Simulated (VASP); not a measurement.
Write the native input for VASP 6.6.1 that does the following.

```yaml
Task: single point
Functional: r2SCAN
Potentials_or_basis: VASP PAW PBE potentials, release 64 (K_sv, Ta_pv, O)
Cutoff: 520 eV
k_mesh: 6 × 6 × 6
Occupations: gaussian, width 0.05 eV
Spin: no spin polarisation
Dipole_correction: no
Further_INCAR_settings: ALGO = Normal; EDIFF = 1e-07; NBANDS = 27
```

KTaO3:

```
K Ta O
1.0
     3.98830    0.00000    0.00000
     0.00000    3.98830    0.00000
     0.00000    0.00000    3.78889
K Ta O
1 1 3
Direct
  0.50000 0.50000 0.50000
  0.00000 0.00000 0.00000
  0.50000 0.00000 0.00000
  0.00000 0.50000 0.00000
  0.00000 0.00000 0.50000
```

This cell differs from its parent crystal: strain +0.000 along x and y, -0.050 along z.

These files were run (other wordings do the same):

POSCAR

```
KTaO3
1.0
    3.9883000000      0.0000000000      0.0000000000
    0.0000000000      3.9883000000      0.0000000000
    0.0000000000      0.0000000000      3.7888850000
K Ta O
1 1 3
Direct
    0.5000000000      0.5000000000      0.5000000000
    0.0000000000      0.0000000000      0.0000000000
    0.5000000000      0.0000000000      0.0000000000
    0.0000000000      0.5000000000      0.0000000000
    0.0000000000      0.0000000000      0.5000000000
```

INCAR.step1

```
PREC = Accurate
ENCUT = 520
ISMEAR = 0
SIGMA = 0.05
LREAL = F
LASPH = T
NELM = 100
NBANDS = 27
GGA = PE
ALGO = Normal
EDIFF = 1E-4
LWAVE = T
LCHARG = F
```

INCAR.step2

```
PREC = Accurate
ENCUT = 520
EDIFF = 1E-7
ISMEAR = 0
SIGMA = 0.05
LREAL = F
LASPH = T
NELM = 100
ALGO = Normal
ISIF = 2
LWAVE = F
LCHARG = F
METAGGA = R2SCAN
LMIXTAU = T
NBANDS = 27
ISTART = 1
```

KPOINTS

```
regular mesh
0
Gamma
  6 6 6
```

Potentials or basis: VASP PAW PBE potentials, release 64 (K_sv, Ta_pv, O).

Launch:

```console
$ cat potpaw_PBE.64/K_sv/POTCAR potpaw_PBE.64/Ta_pv/POTCAR potpaw_PBE.64/O/POTCAR > POTCAR
$ cp INCAR.step1 INCAR
$ mpirun -np 1 vasp_std > vasp.out
$ cp INCAR.step2 INCAR
$ mpirun -np 1 vasp_std > vasp.out
```

Results of the run:

```
Pressure               : 14.8 GPa
Band gap on the k mesh : 2.62 eV (least direct gap 3.22 eV)
```

Caveat: the cell differs from its parent crystal (strain +0.000 along x and y, -0.050 along z); the cell stands under pressure; the PAW data sets were made with another functional, which shifts forces and pressure a little; spin-orbit coupling is left out, which moves the levels of the heavy elements.

Run time: 4.4 min on 1 thread of Intel(R) Xeon(R) Platinum 8259CL CPU @ 2.50GHz (Skylake/Cascade Lake), on a shared host, peak memory 0.21 GiB.
